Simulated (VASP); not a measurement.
# SiO2 (a cell with a defect) in VASP: single point with PBEsol

Aim: the single point of SiO2 (a cell with a defect) with PBEsol.

Program: VASP 6.6.1. These are calculated values, not measurements. Logs are shortened: lines on timing, memory, paths and dates and some standing lists are left out, and cuts for length are marked.

## (1) The cell of the first run

The cell holds a defect, 72 atoms: a = 8.389 Å, b = 8.389 Å, c = 8.036 Å, α = 90.00°, β = 90.00°, γ = 90.00°.

## (2) Single point, PBEsol

INCAR

```
  PREC = Accurate
  ENCUT = 520
  EDIFF = 1E-7
  ISMEAR = -1
  SIGMA = 0.05
  LREAL = Auto
  LASPH = True
  NELM = 80
  ALGO = Normal
  ISIF = 2
  LWAVE = False
  LCHARG = False
  GGA = PS
  NBANDS = 234
  ISYM = 0
```

KPOINTS

```
Automatic mesh
0
Gamma
  1 1 1
  0.25 0.25 0.25
```

POSCAR

```
SiO2
1.0
    8.3886930000      0.0000000000      0.0000000000
    0.0000000000      8.3886930000      0.0000000000
    0.0000000000      0.0000000000      8.0356430000
O Si
48 24
Direct
    0.9137970000      0.1730840000      0.1167720000
    0.1699220000      0.1507210000      0.9935720000
    0.1493100000      0.1504640000      0.3271280000
    0.1542360000      0.1521480000      0.6685490000
    0.1589420000      0.6503650000      0.9972370000
    0.1616370000      0.6448270000      0.3350250000
    0.1620360000      0.6454980000      0.6624760000
    0.6454930000      0.1668040000      0.9966890000
    0.6414700000      0.1782380000      0.3489230000
    0.6409900000      0.1747990000      0.6406490000
    0.6498690000      0.6485940000      0.9972240000
    0.6571460000      0.6513800000      0.3357260000
    0.6577480000      0.6526250000      0.6630890000
    0.3566440000      0.3505390000      0.9972120000
    0.3550280000      0.3372160000      0.3438210000
    0.3565860000      0.3381380000      0.6481930000
    0.3557120000      0.8477400000      0.9970940000
    0.3568210000      0.8396230000      0.3362800000
    0.3555820000      0.8419790000      0.6619370000
    0.8348960000      0.3790270000      0.9819370000
    0.8460170000      0.3586160000      0.3369680000
    0.8457950000      0.3573050000      0.6547580000
    0.8465750000      0.8396040000      0.9991830000
    0.8559750000      0.8278200000      0.3397710000
    0.8486400000      0.8440130000      0.6671960000
    0.1047170000      0.4047210000      0.1651690000
    0.0939870000      0.4017600000      0.4969280000
    0.1028720000      0.4019820000      0.8273260000
    0.1123380000      0.8925600000      0.1774530000
    0.1067660000      0.8969170000      0.5033370000
    0.1059130000      0.8965610000      0.8231200000
    0.5952350000      0.4114440000      0.1686960000
    0.5934120000      0.4057060000      0.8216710000
    0.6031210000      0.9027550000      0.1663120000
    0.6044390000      0.9060570000      0.4975090000
    0.6049710000      0.9063320000      0.8304330000
    0.4094940000      0.0949900000      0.1702590000
    0.4042780000      0.0957520000      0.4962110000
    0.4114590000      0.0963310000      0.8238170000
    0.4012230000      0.5999070000      0.1647930000
    0.4072640000      0.6004180000      0.4988050000
    0.4009360000      0.6005280000      0.8296600000
    0.8654510000      0.0492580000      0.2212210000
    0.9202510000      0.0828640000      0.5066470000
    0.8821870000      0.1082770000      0.8093300000
    0.9082710000      0.5953090000      0.1646570000
    0.9105410000      0.5981930000      0.5000340000
    0.9125090000      0.6021410000      0.8270440000
    0.0145210000      0.9715840000      0.3293380000
    0.9977000000      0.9952480000      0.6932250000
    0.0075590000      0.5039030000      0.9949040000
    0.0059700000      0.5068020000      0.3283290000
    0.0053800000      0.5063040000      0.6663110000
    0.5055180000      0.0031420000      0.9976620000
    0.4996680000      0.9819240000      0.3265580000
    0.5004050000      0.9828490000      0.6683970000
    0.4984620000      0.5041670000      0.9945480000
    0.5025700000      0.5222580000      0.3275780000
    0.5032080000      0.5204040000      0.6693010000
    0.2462030000      0.2402330000      0.1546430000
    0.2161490000      0.2455690000      0.4966740000
    0.2522270000      0.2423770000      0.8373960000
    0.2479030000      0.7554950000      0.1621710000
    0.2476090000      0.7498380000      0.4995460000
    0.2431150000      0.7600520000      0.8334900000
    0.7497380000      0.2764040000      0.1515430000
    0.8021170000      0.2331210000      0.4934800000
    0.7563950000      0.2551940000      0.8286190000
    0.7620210000      0.7529950000      0.1593720000
    0.7601090000      0.7462110000      0.5020750000
    0.7611910000      0.7525140000      0.8403350000
    0.5111090000      0.2762380000      0.4947800000
```

Potentials or basis: VASP PAW PBE potentials, release 64 (O, Si).

Run with:

```
cat potpaw_PBE.64/O/POTCAR potpaw_PBE.64/Si/POTCAR > POTCAR
mpirun -np 1 vasp_std > vasp.out
```

OUTCAR:

```text
PREC = Accurate
   ENCUT = 520
   EDIFF = 1E-7
   ISMEAR = -1
   LREAL = Auto
   LASPH = True
   NELM = 80
   ISIF = 2
   GGA = PS
   ISYM = 0

 ion  position               nearest neighbor table
   1  0.914  0.173  0.117-  43 1.40  66 1.65  49 2.55
   2  0.170  0.151  0.994-  62 1.63  60 1.63
   3  0.149  0.150  0.327-  61 1.68  60 1.77  49 1.88
   4  0.154  0.152  0.669-  61 1.67  62 1.76  50 1.87
   5  0.159  0.650  0.997-  65 1.75  63 1.76  51 1.77
   6  0.162  0.645  0.335-  64 1.74  52 1.75  63 1.82
   7  0.162  0.645  0.662-  64 1.73  53 1.76  65 1.81
   8  0.645  0.167  0.997-  66 1.78  68 1.80  54 1.81
   9  0.641  0.178  0.349-  72 1.80  67 1.84  66 2.00  55 2.04
  10  0.641  0.175  0.641-  72 1.81  67 1.86  68 1.92  56 2.01
  11  0.650  0.649  0.997-  57 1.76  71 1.79  69 1.83
  12  0.657  0.651  0.336-  58 1.69  70 1.78  69 1.87
  13  0.658  0.653  0.663-  59 1.71  70 1.74  71 1.87
  14  0.357  0.351  0.997-  57 1.75  62 1.80  60 1.82
  15  0.355  0.337  0.344-  72 1.86  61 1.86  60 1.95  58 1.99
  16  0.357  0.338  0.648-  72 1.86  61 1.86  62 1.93  59 1.97
  17  0.356  0.848  0.997-  65 1.78  63 1.78  54 1.81
[... 17 lines left out ...]
  35  0.604  0.906  0.498-  56 1.75  55 1.75  70 1.87
  36  0.605  0.906  0.830-  56 1.70  54 1.78  71 1.84
  37  0.409  0.095  0.170-  55 1.75  54 1.78  60 1.84
  38  0.404  0.096  0.496-  72 1.76  55 1.85  56 1.86  61 2.02
  39  0.411  0.096  0.824-  56 1.74  54 1.78  62 1.82
  40  0.401  0.600  0.165-  58 1.69  57 1.78  63 1.83
  41  0.407  0.600  0.499-  58 1.72  59 1.72  64 1.83
  42  0.401  0.601  0.830-  59 1.69  57 1.75  65 1.88
  43  0.865  0.049  0.221-   1 1.40  49 1.66  66 2.21
  44  0.920  0.083  0.507-  67 1.61  50 1.79  49 1.88
  45  0.882  0.108  0.809-  68 1.63  50 1.65
  46  0.908  0.595  0.165-  52 1.72  51 1.77  69 1.80
  47  0.911  0.598  0.500-  53 1.74  52 1.77  70 1.77
  48  0.913  0.602  0.827-  53 1.71  51 1.77  71 1.79
  49  0.015  0.972  0.329-  29 1.61  43 1.66  30 1.72  24 1.80  44 1.88   3 1.88   1 2.55  50 2.93
                            63 2.99  64 3.03  69 3.12  67 3.12
  50  0.998  0.995  0.693-  31 1.61  45 1.65  44 1.79  25 1.79   4 1.87  30 1.96  49 2.93  67 3.04
                            65 3.07  71 3.08
  51  0.008  0.504  0.995-   5 1.77  48 1.77  46 1.77  28 1.78  20 1.79  26 1.80  53 2.64  52 2.68
                            66 3.15
  52  0.006  0.507  0.328-  46 1.72   6 1.75  47 1.77  26 1.77  27 1.78  21 1.83  51 2.68  53 2.72
                            61 3.12
  53  0.005  0.506  0.666-  48 1.71  47 1.74   7 1.76  28 1.76  27 1.78  22 1.83  51 2.64  52 2.72
                            61 3.13
  54  0.506  0.003  0.998-  36 1.78  37 1.78  39 1.78  34 1.79   8 1.81  17 1.81  55 2.65  56 2.65
[... 33 lines left out ...]
  71  0.761  0.753  0.840-  23 1.64  25 1.75  48 1.79  11 1.79  36 1.84  13 1.87  69 2.56  70 2.72
                            50 3.08
  72  0.511  0.276  0.495-  38 1.76   9 1.80  10 1.81  15 1.86  16 1.86  58 2.46  67 2.47  59 2.48
                            61 2.49  55 2.82  56 2.83

IMPORTANT INFORMATION: All symmetrisations will be switched off!
NOSYMM: (Re-)initialisation of all symmetry stuff for point group C_1.

----------------------------------------------------------------------------------------

                                     Primitive cell

  volume of cell :     565.4696

  direct lattice vectors                    reciprocal lattice vectors
     8.388693000  0.000000000  0.000000000     0.119208082  0.000000000  0.000000000
     0.000000000  8.388693000  0.000000000     0.000000000  0.119208082  0.000000000
     0.000000000  0.000000000  8.035643000     0.000000000  0.000000000  0.124445548

  length of vectors
     8.388693000  8.388693000  8.035643000     0.119208082  0.119208082  0.124445548

  position of ions in fractional coordinates (direct lattice)
     0.913797000  0.173084000  0.116772000
     0.169922000  0.150721000  0.993572000
     0.149310000  0.150464000  0.327128000
     0.154236000  0.152148000  0.668549000
     0.158942000  0.650365000  0.997237000
     0.161637000  0.644827000  0.335025000
[... 64 lines left out ...]
     0.761191000  0.752514000  0.840335000
     0.511109000  0.276238000  0.494780000

  ion indices of the primitive-cell ions
[... 93 lines left out ...]
     0.250000000  0.250000000  0.250000000

 Subroutine IBZKPT returns following result:
 ===========================================

 Found      4 irreducible k-points:

 Following reciprocal coordinates:
            Coordinates               Weight
  0.250000  0.250000  0.250000      2.000000
 -0.250000  0.250000  0.250000      2.000000
 -0.250000 -0.250000  0.250000      2.000000
  0.250000 -0.250000  0.250000      2.000000
   k-points           NKPTS =      4   k-points in BZ     NKDIM =      4   number of bands    NBANDS=    234
   number of dos      NEDOS =    301   number of ions     NIONS =     72
   total plane-waves  NPLWV = 245760
   dimension x,y,z NGX =    64 NGY =   64 NGZ =   60
   dimension x,y,z NGXF=   128 NGYF=  128 NGZF=  120
   ions per type =              48  24
   NGX,Y,Z   is equivalent  to a cutoff of  12.68, 12.68, 12.41 a.u.
   NGXF,Y,Z  is equivalent  to a cutoff of  25.37, 25.37, 24.83 a.u.
 SYSTEM =  unknown system
   PREC   = accura    normal or accurate (medium, high low for compatibility)
   ISTART =      0    job   : 0-new  1-cont  2-samecut
   ICHARG =      2    charge: 1-file 2-atom 10-const
   ISPIN  =      1    spin polarized calculation?
   LNONCOLLINEAR =      F non collinear calculations
   LSORBIT =      F    spin-orbit coupling
   LASPH  =      T    aspherical Exc in radial PAW
   ENCUT  =  520.0 eV  38.22 Ry    6.18 a.u.  15.60 15.60 14.94*2*pi/ulx,y,z
   NELM   =     80;   NELMIN=  2; NELMDL= -5     # of ELM steps
   EDIFF  = 0.1E-06   stopping-criterion for ELM
   LREAL  =      T    real-space projection
   EDIFFG = 0.1E-05   stopping-criterion for IOM
   NSW    =      0    number of steps for IOM
   IBRION =     -1    ionic relax: 0-MD 1-quasi-New 2-CG
   NFREE  =      0    steps in history (QN), initial steepest desc. (CG)
   ISIF   =      2    stress and relaxation
   ISYM   =      0    0-nonsym 1-usesym 2-fastsym
   POTIM  = 0.5000    time-step for ionic-motion
   TEBEG  =    0.0;   TEEND  =   0.0 temperature during run
   PSTRESS=    0.0 pullay stress
   NELECT =     384.0000    total number of electrons
   NUPDOWN=      -1.0000    fix difference up-down
   EMIN   =  10.00;   EMAX   =-10.00  energy-range for DOS
   EFERMI =   0.00;   METHOD = LEGACY
   ISMEAR =    -1;   SIGMA  =   0.05  broadening in eV -4-tet -1-fermi 0-gaus
   EFERMI_NEDOS =   21; number of points for ismear=-14 and -15
   IALGO  =     38    algorithm
   IMIX   =      4    mixing-type and parameters
     AMIX     =   0.40;   BMIX     =  1.00
     AMIX_MAG =   1.60;   BMIX_MAG =  1.00
  volume/ion in A,a.u.               =       7.85        53.00
  Fermi-wavevector in a.u.,A,eV,Ry     =   1.438960  2.719241 28.172317  2.070607
  Thomas-Fermi vector in A             =   2.557869
   LORBIT       =      0    0 simple, 1 ext, 2 COOP (PROOUT), +10 PAW based schemes
   GGA     = PS    functional components
   LHFCALC =     F    Hartree Fock is set to
   AEXX    =    0.0000 exact exchange contribution
   IVDW    =     0    specifies the selected vdW correction
   LEPSILON=     F    determine dielectric tensor
   LRPA    =     F    only Hartree local field effects (RPA)
 non-spin polarized calculation
  energy-cutoff  :      520.00
  volume of cell :      565.47
 maximum number of plane-waves:     15222
 NGX is ok and might be reduce to    64
   NGX = 31   NGY = 31   NGZ = 29

 number of electron     384.0000019 magnetization

 Free energy of the ion-electron system (eV)
  ---------------------------------------------------
  ext. energy  EPLUGINS =         0.00000000
  ---------------------------------------------------
  free energy    TOTEN  =      -567.86848542 eV

  energy without entropy =     -567.86848542  energy(sigma->0) =     -567.86848542

 E-fermi :  10.6210     XC(G=0): -12.4503

 val. band max:        9.5180445933   @ k =   0.2500   0.2500   0.2500
 cond. band min:      11.7265606160   @ k =   0.2500  -0.2500   0.2500
 fundamental gap:      2.2085160227
 Fermi energy:        10.6210218956

 k-point     1 :       0.2500    0.2500    0.2500
  band No.  band energies     occupation
      1     -15.0029      2.00000
      2     -14.3306      2.00000
      3     -14.1580      2.00000
      4     -13.8052      2.00000
      5     -13.6807      2.00000
      6     -13.3737      2.00000
[... 817 lines left out ...]
    203      15.3629      0.00000
    204      15.4290      0.00000
 [bands above 204 left out]

------------------------ aborting loop because EDIFF is reached ----------------------------------------

  FORCE on cell =-STRESS in cart. coord.  units (eV):
  Direction    XX          YY          ZZ          XY          YZ          ZX
  --------------------------------------------------------------------------------------
  -------------------------------------------------------------------------------------
  Total       43.8883135     53.9890253     33.0764796     -2.9254973     -9.1247497      1.2676560
  in kB      124.3512740    152.9701997     93.7174852     -8.2889792    -25.8536764      3.5917224
  external PRESSURE =     123.6796530 kB  Pullay stress =       0.0000000 kB

 VOLUME and BASIS-vectors are now :
 -----------------------------------------------------------------------------
  energy-cutoff  :      520.00
  volume of cell :      565.47
      direct lattice vectors                 reciprocal lattice vectors
     8.388693000  0.000000000  0.000000000     0.119208082  0.000000000  0.000000000
     0.000000000  8.388693000  0.000000000     0.000000000  0.119208082  0.000000000
     0.000000000  0.000000000  8.035643000     0.000000000  0.000000000  0.124445548

 POSITION                                       TOTAL-FORCE (eV/Angst)
 -----------------------------------------------------------------------------------
      7.66556      1.45195      0.93834         0.184661      0.167409     -0.201635
      1.42542      1.26435      7.98399        -0.088763     -0.106883     -0.006641
      1.25252      1.26220      2.62868        -0.027634     -0.045514     -0.031493
      1.29384      1.27632      5.37222        -0.026083     -0.034789      0.026318
      1.33332      5.45571      8.01344        -0.011253     -0.029001      0.005560
      1.35592      5.40926      2.69214         0.001519     -0.007926     -0.007598
[... 64 lines left out ...]
      6.38540      6.31261      6.75263        -0.026699     -0.023280     -0.080257
      4.28754      2.31728      3.97588         0.045696      0.079128      0.012101
 -----------------------------------------------------------------------------------
    total drift:                                0.014870      0.000209      0.003099

  FREE ENERGIE OF THE ION-ELECTRON SYSTEM (eV)
  ---------------------------------------------------
  free  energy   TOTEN  =      -567.8684854170 eV

  energy  without entropy=     -567.8684854159  energy(sigma->0) =     -567.86848542
```

Run time: 32 min. Hardware: 1 thread of Oxide Virtual Turin-like, shared host; peak memory 0.68 GiB.

Results:

| Item | Value |
| --- | --- |
| Free energy | -567.8685 eV |
| Pressure | 12.4 GPa |
| Largest force | 0.321 eV/Å |
| Band gap on the k mesh | 2.21 eV |

Forces on the atoms (eV/Å):
```
O    0.185  0.167 -0.202
O   -0.089 -0.107 -0.007
O   -0.028 -0.046 -0.031
O   -0.026 -0.035  0.026
O   -0.011 -0.029  0.006
O    0.002 -0.008 -0.008
O   -0.009 -0.016  0.011
O   -0.029 -0.020  0.001
O   -0.004 -0.007 -0.045
O   -0.008 -0.029  0.013
O   -0.012 -0.011  0.007
O    0.041  0.036  0.005
O    0.007 -0.002  0.013
O    0.016  0.006 -0.003
O    0.005  0.021 -0.048
O   -0.024 -0.008  0.019
O    0.040  0.014  0.000
O   -0.013 -0.021  0.003
O   -0.003 -0.018 -0.006
O    0.023  0.025  0.002
O    0.014  0.020 -0.039
O    0.008  0.037  0.022
O    0.095  0.103  0.001
O    0.021  0.025 -0.021
O    0.014  0.024 -0.014
O    0.028 -0.035  0.000
O   -0.033  0.033 -0.001
O    0.027 -0.021 -0.006
O    0.008  0.010 -0.026
O   -0.025  0.033  0.042
O    0.014 -0.008  0.018
O   -0.016 -0.034  0.003
O    0.068 -0.033  0.002
O    0.042 -0.033 -0.024
O    0.037 -0.017 -0.006
O    0.040 -0.044  0.016
O   -0.020  0.040  0.011
O   -0.020 -0.015  0.002
O   -0.023  0.036 -0.005
O   -0.046  0.035 -0.027
O   -0.038  0.018 -0.006
O   -0.056  0.046  0.022
O   -0.156 -0.167  0.140
O    0.077 -0.085 -0.014
O   -0.004 -0.001 -0.019
O   -0.030  0.027 -0.008
O   -0.017  0.006 -0.011
O   -0.042  0.033  0.012
Si  -0.014  0.025  0.043
Si   0.013 -0.017 -0.023
Si  -0.005 -0.003  0.003
Si  -0.012 -0.009  0.021
Si   0.014 -0.020 -0.019
Si   0.012 -0.005  0.006
Si  -0.006  0.020  0.028
Si  -0.010  0.022 -0.026
Si  -0.010  0.006  0.030
Si  -0.012 -0.047  0.037
Si  -0.015 -0.023 -0.052
Si   0.022  0.038  0.097
Si   0.021  0.000  0.013
Si   0.020  0.036 -0.091
Si   0.056 -0.060 -0.023
Si   0.039 -0.018  0.000
Si   0.043 -0.047  0.010
Si  -0.100  0.042  0.051
Si  -0.016  0.016  0.015
Si  -0.056  0.047  0.034
Si  -0.024 -0.018  0.090
Si  -0.008  0.012  0.006
Si  -0.027 -0.023 -0.080
Si   0.046  0.079  0.012
```

Levels at points of the mesh, in eV from the valence-band top:
```
           k point  band 188  band 189  band 190  band 191  band 192  band 193  band 194  band 195  band 196  band 197
(0.25, 0.25, 0.25)     -1.75     -1.63     -1.46     -1.13      0.00      2.21      3.08      3.96      4.31      5.02
```

Caveat: the PAW data sets were made with another functional, which shifts forces and pressure a little.
